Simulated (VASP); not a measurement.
# P (P6/mmm) in VASP: further runs, part 2 of 2

VASP 6.6.1.

**3. Single point, PBE**

This run uses another cell than the first one, of 19.68 Å³/atom.

Input file INCAR:

```
SYSTEM = P
ALGO     = Normal         ! electronic algorithm
EDIFF    = 1E-6           ! SCF threshold, eV
ENCUT    = 520            ! plane-wave cutoff, eV
GGA      = PE             ! functional
ISIF     = 2              ! what is computed and relaxed
ISMEAR   = 0              ! smearing method
LASPH    = .True.         ! aspherical terms in the spheres
LCHARG   = .False.        ! write CHGCAR
LREAL    = .False.        ! projectors in reciprocal space
LWAVE    = .False.        ! write WAVECAR
NBANDS   = 12             ! bands
NELM     = 100            ! most SCF steps
PREC     = Accurate       ! precision mode
SIGMA    = 0.1            ! smearing width, eV
```

Input file KPOINTS:

```
k-points
0
Gamma
  6 6 4
  0 0 0
```

Input file POSCAR:

```
P
1.0
    3.4009065300      0.0000000000      0.0000000000
   -1.7004532600      2.9452714500      0.0000000000
    0.0000000000      0.0000000000      3.9288043500
P
2
Direct
    0.3333333300      0.6666666700      0.0000000000
    0.6666666700      0.3333333300      0.0000000000
```

Potentials or basis: VASP PAW PBE potentials, release 64 (P).

Launch:

```
$ cat potpaw_PBE.64/P/POTCAR > POTCAR
$ mpirun -np 1 vasp_std > vasp.out
```

OUTCAR:

```text
SYSTEM = P
   EDIFF = 1E-6
   ENCUT = 520
   GGA = PE
   ISIF = 2
   ISMEAR = 0
   LASPH = .True.
   LREAL = .False.
   NELM = 100
   PREC = Accurate

 ion  position               nearest neighbor table
   1  0.333  0.667  0.000-   2 1.96   2 1.96   2 1.96
   2  0.667  0.333  0.000-   1 1.96   1 1.96   1 1.96

  LATTYP: Found a hexagonal cell.
 ALAT       =     3.4009065300
 C/A-ratio  =     1.1552226782

  Lattice vectors:

 A1 = (   3.4009065300,   0.0000000000,   0.0000000000)
 A2 = (  -1.7004532600,   2.9452714500,   0.0000000000)
 A3 = (   0.0000000000,   0.0000000000,   3.9288043500)

Analysis of symmetry for initial positions (statically):
=====================================================================
 Subroutine PRICEL returns:
 Original cell was already a primitive cell.

 Routine SETGRP: Setting up the symmetry group for a
 hexagonal supercell.

 Subroutine GETGRP returns: Found 24 space group operations
 (whereof 24 operations were pure point group operations)
 out of a pool of 24 trial point group operations.

The static configuration has the point symmetry D_6h.

Analysis of symmetry for dynamics (positions and initial velocities):
=====================================================================
 Subroutine PRICEL returns:
 Original cell was already a primitive cell.

 Routine SETGRP: Setting up the symmetry group for a
 hexagonal supercell.

 Subroutine GETGRP returns: Found 24 space group operations
 (whereof 24 operations were pure point group operations)
 out of a pool of 24 trial point group operations.

The dynamic configuration has the point symmetry D_6h.

 Subroutine INISYM returns: Found 24 space group operations
 (whereof 24 operations are pure point group operations),
 and found     1 'primitive' translations

----------------------------------------------------------------------------------------

                                     Primitive cell

  volume of cell :      39.3532

  direct lattice vectors                    reciprocal lattice vectors
     3.400906530  0.000000000  0.000000000     0.294039248  0.169763639  0.000000000
    -1.700453260  2.945271450  0.000000000     0.000000000  0.339527279  0.000000000
     0.000000000  0.000000000  3.928804350     0.000000000  0.000000000  0.254530364

  length of vectors
     3.400906530  3.400906527  3.928804350     0.339527278  0.339527279  0.254530364

  position of ions in fractional coordinates (direct lattice)
     0.333333330  0.666666670  0.000000000
     0.666666670  0.333333330  0.000000000

  ion indices of the primitive-cell ions
   primitive index   ion index
                 1           1
                 2           2

----------------------------------------------------------------------------------------

 KPOINTS: k-points

Automatic generation of k-mesh.
 Grid dimensions read from file:
 generate k-points for:    6    6    4

 Generating k-lattice:

  Cartesian coordinates                     Fractional coordinates (reciprocal lattice)
     0.049006541  0.028293940  0.000000000     0.166666667  0.000000000  0.000000000
     0.000000000  0.056587880  0.000000000     0.000000000  0.166666667  0.000000000
     0.000000000  0.000000000  0.063632591     0.000000000  0.000000000  0.250000000

  Length of vectors
     0.056587880  0.056587880  0.063632591

  Shift w.r.t. Gamma in fractional coordinates (k-lattice)
     0.000000000  0.000000000  0.000000000

 Subroutine IBZKPT returns following result:
 ===========================================

 Found     21 irreducible k-points:

 Following reciprocal coordinates:
            Coordinates               Weight
  0.000000  0.000000  0.000000      1.000000
  0.166667  0.000000  0.000000      6.000000
  0.333333  0.000000  0.000000      6.000000
  0.500000 -0.000000  0.000000      3.000000
  0.166667  0.166667  0.000000      6.000000
  0.333333  0.166667  0.000000     12.000000
[... 13 lines left out ...]
  0.333333  0.166667  0.500000     12.000000
  0.333333  0.333333  0.500000      2.000000
   k-points           NKPTS =     21   k-points in BZ     NKDIM =     21   number of bands    NBANDS=     12
   number of dos      NEDOS =    301   number of ions     NIONS =      2
   total plane-waves  NPLWV =  23520
   dimension x,y,z NGX =    28 NGY =   28 NGZ =   30
   dimension x,y,z NGXF=    56 NGYF=   56 NGZF=   60
   ions per type =               2
   NGX,Y,Z   is equivalent  to a cutoff of  13.69, 13.69, 12.69 a.u.
   NGXF,Y,Z  is equivalent  to a cutoff of  27.37, 27.37, 25.39 a.u.
 SYSTEM =  P
   PREC   = accura    normal or accurate (medium, high low for compatibility)
   ISTART =      0    job   : 0-new  1-cont  2-samecut
   ICHARG =      2    charge: 1-file 2-atom 10-const
   ISPIN  =      1    spin polarized calculation?
   LNONCOLLINEAR =      F non collinear calculations
   LSORBIT =      F    spin-orbit coupling
   LASPH  =      T    aspherical Exc in radial PAW
   ENCUT  =  520.0 eV  38.22 Ry    6.18 a.u.   6.32  6.32  7.30*2*pi/ulx,y,z
   NELM   =    100;   NELMIN=  2; NELMDL= -5     # of ELM steps
   EDIFF  = 0.1E-05   stopping-criterion for ELM
   LREAL  =      F    real-space projection
   EDIFFG = 0.1E-04   stopping-criterion for IOM
   NSW    =      0    number of steps for IOM
   IBRION =     -1    ionic relax: 0-MD 1-quasi-New 2-CG
   NFREE  =      0    steps in history (QN), initial steepest desc. (CG)
   ISIF   =      2    stress and relaxation
   ISYM   =      2    0-nonsym 1-usesym 2-fastsym
   POTIM  = 0.5000    time-step for ionic-motion
   TEBEG  =    0.0;   TEEND  =   0.0 temperature during run
   PSTRESS=    0.0 pullay stress
   NELECT =      10.0000    total number of electrons
   NUPDOWN=      -1.0000    fix difference up-down
   EMIN   =  10.00;   EMAX   =-10.00  energy-range for DOS
   EFERMI =   0.00;   METHOD = LEGACY
   ISMEAR =     0;   SIGMA  =   0.10  broadening in eV -4-tet -1-fermi 0-gaus
   EFERMI_NEDOS =   21; number of points for ismear=-14 and -15
   IALGO  =     38    algorithm
   IMIX   =      4    mixing-type and parameters
     AMIX     =   0.40;   BMIX     =  1.00
     AMIX_MAG =   1.60;   BMIX_MAG =  1.00
  volume/ion in A,a.u.               =      19.68       132.78
  Fermi-wavevector in a.u.,A,eV,Ry     =   1.036927  1.959507 14.629213  1.075217
  Thomas-Fermi vector in A             =   2.171340
   LORBIT       =      0    0 simple, 1 ext, 2 COOP (PROOUT), +10 PAW based schemes
   GGA     = PE    functional components
   LHFCALC =     F    Hartree Fock is set to
   AEXX    =    0.0000 exact exchange contribution
   IVDW    =     0    specifies the selected vdW correction
   LEPSILON=     F    determine dielectric tensor
   LRPA    =     F    only Hartree local field effects (RPA)
 non-spin polarized calculation
 Gauss-broadening in eV      SIGMA  =   0.10
  energy-cutoff  :      520.00
  volume of cell :       39.35
 maximum number of plane-waves:      1076
 NGX is ok and might be reduce to    28
   NGX = 13   NGY = 13   NGZ = 15

 number of electron      10.0000002 magnetization

 Free energy of the ion-electron system (eV)
  ---------------------------------------------------
  ext. energy  EPLUGINS =         0.00000000
  ---------------------------------------------------
  free energy    TOTEN  =        -8.00939981 eV

  energy without entropy =       -8.00154704  energy(sigma->0) =       -8.00547343

 E-fermi :   6.4843     XC(G=0):  -9.2245

 val. band max:        6.2007663101   @ k =   0.0000   0.0000   0.5000
 cond. band min:       6.5251206950   @ k =   0.3333   0.0000   0.2500
 fundamental gap:      0.3243543849
 Fermi energy:         6.4842798874

 k-point     1 :       0.0000    0.0000    0.0000
  band No.  band energies     occupation
      1     -11.1919      2.00000
      2       0.6781      2.00000
      3       0.6781      2.00000
      4       0.7675      2.00000
      5       5.8514      2.00000
      6       6.6224      0.05079
      7       6.6224      0.05079
      8       7.6636      0.00000
      9      12.3215      0.00000
     10      14.5468      0.00000
     11      15.5223      0.00000
     12      15.5223      0.00000
[... 286 lines left out ...]
 k-point    21 :       0.3333    0.3333    0.5000
  band No.  band energies     occupation
      1      -6.9305      2.00000
      2      -6.9305      2.00000
      3      -2.8932      2.00000
      4       3.1183      2.00000
      5       3.1183      2.00000
      6       8.3806      0.00000
      7      10.0269      0.00000
      8      11.0762      0.00000
      9      11.0762      0.00000
     10      18.6896      0.00000
     11      18.6896      0.00000
     12      19.8502      0.00000

------------------------ aborting loop because EDIFF is reached ----------------------------------------

  FORCE on cell =-STRESS in cart. coord.  units (eV):
  Direction    XX          YY          ZZ          XY          YZ          ZX
  --------------------------------------------------------------------------------------
  -------------------------------------------------------------------------------------
  Total       11.0112193     11.0112193      0.2016987      0.0000000      0.0000000     -0.0000000
  in kB      448.2967266    448.2967263      8.2117025      0.0000008      0.0000000     -0.0000000
  external PRESSURE =     301.6017185 kB  Pullay stress =       0.0000000 kB

 VOLUME and BASIS-vectors are now :
 -----------------------------------------------------------------------------
  energy-cutoff  :      520.00
  volume of cell :       39.35
      direct lattice vectors                 reciprocal lattice vectors
     3.400906530  0.000000000  0.000000000     0.294039248  0.169763639  0.000000000
    -1.700453260  2.945271450  0.000000000     0.000000000  0.339527279  0.000000000
     0.000000000  0.000000000  3.928804350     0.000000000  0.000000000  0.254530364

 POSITION                                       TOTAL-FORCE (eV/Angst)
 -----------------------------------------------------------------------------------
     -0.00000      1.96351      0.00000        -0.000000     -0.000000      0.000000
      1.70045      0.98176      0.00000         0.000000      0.000000      0.000000
 -----------------------------------------------------------------------------------
    total drift:                                0.000000     -0.000000     -0.000000

  FREE ENERGIE OF THE ION-ELECTRON SYSTEM (eV)
  ---------------------------------------------------
  free  energy   TOTEN  =        -8.0093998122 eV

  energy  without entropy=       -8.0015470412  energy(sigma->0) =       -8.00547343
```

It took 4.4 s on 1 thread of Intel Xeon 6975P-C (Granite Rapids), shared host; peak memory 0.15 GiB.

What came out:

* Free energy: -8.0094 eV
* Pressure: 30.2 GPa
* Band gap on the k mesh: zero (bands 5 and 6 overlap by 2.39 eV)

Levels at points of the mesh, in eV from the Fermi level:
| k point | band 2 | band 3 | band 4 | band 5 | band 6 | band 7 | band 8 | band 9 |
| --- | --- | --- | --- | --- | --- | --- | --- | --- |
| (0.00, 0.00, 0.00) | -5.81 | -5.81 | -5.72 | -0.63 | 0.14 | 0.14 | 1.18 | 5.84 |
| (0.50, 0.00, 0.00) | -12.80 | -7.41 | -3.17 | -2.08 | -0.90 | 4.29 | 5.40 | 6.98 |
| (0.00, 0.00, 0.50) | -7.43 | -5.74 | -5.74 | -0.28 | 0.27 | 0.27 | 4.80 | 7.81 |
| (0.50, 0.00, 0.50) | -12.63 | -7.32 | -4.65 | -2.50 | -1.82 | 5.48 | 6.44 | 8.92 |

Caveat: the k points lie up to 0.40 Å⁻¹ apart, too coarse for converged energies and pressures of a metal; this functional lacks dispersion, which binds the layers, so the pressure and a relaxed spacing across them are unreliable.
